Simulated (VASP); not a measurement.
Write the native input for VASP 6.6.1 that does the following.

* Task: single point
* Functional: PBE
* Potentials or basis: VASP PAW PBE potentials, release 64 (Si, C)
* Cutoff: 520 eV
* k mesh: 6 × 6 × 2
* Occupations: gaussian, width 0.1 eV
* Spin: collinear spin
* Starting moments: [0.0, 1.0, 1.0, 1.0, 1.0, 1.0] μB
* Dipole correction: no
* Further INCAR settings: ALGO = Normal; EDIFF = 1e-06; NBANDS = 25

The structure of SiC5 lies in POSCAR:

```
SiC5
1.0
    3.3326078876      0.0000000000      0.0000000000
   -1.6663039438      2.8861230915      0.0000000000
    0.0000000000      0.0000000000      8.4129058688
Si C
1 5
Direct
    0.0000000000      0.0000000000      0.5000000000
    0.0000000000      0.5000000000      0.0000000000
    0.5000000000      0.0000000000      0.0000000000
    0.5000000000      0.5000000000      0.0000000000
    0.6666666667      0.3333333333      0.5000000000
    0.3333333333      0.6666666667      0.5000000000
```

The cell was built from a structure type or drawn by symmetry, and may not be a known phase.

One way to write it, as run:

INCAR

```
  PREC = Accurate
  ENCUT = 520
  EDIFF = 1E-6
  ISMEAR = 0
  SIGMA = 0.1
  LREAL = F
  LASPH = T
  NELM = 150
  ALGO = Normal
  ISIF = 2
  LWAVE = F
  LCHARG = T
  ISPIN = 2
  MAGMOM = 0 1 1 1 1 1
  LORBIT = 11
  GGA = PE
  LELF = T
  LVHAR = T
  NBANDS = 25
```

KPOINTS

```
Automatic mesh
0
Gamma
  6 6 2
```

Potentials or basis: VASP PAW PBE potentials, release 64 (Si, C).

The run is started by

```console
$ cat potpaw_PBE.64/Si/POTCAR potpaw_PBE.64/C/POTCAR > POTCAR
$ mpirun -np 1 vasp_std > vasp.out
```

Results of the run:

The pressure is 0.1 GPa, the band gap on the k mesh is zero (filled and empty bands overlap) and the net moment is 0.00 μB per cell. The valence electrons inside the program's atomic spheres are Si 1.66; C 2.25, 2.33 (each value once).

Caveat: the k points lie up to 0.37 Å⁻¹ apart, too coarse for converged energies and pressures of a metal.

It took 2.8 min on 1 thread of Intel Xeon 8259CL (shared host), peak memory 0.26 GiB.
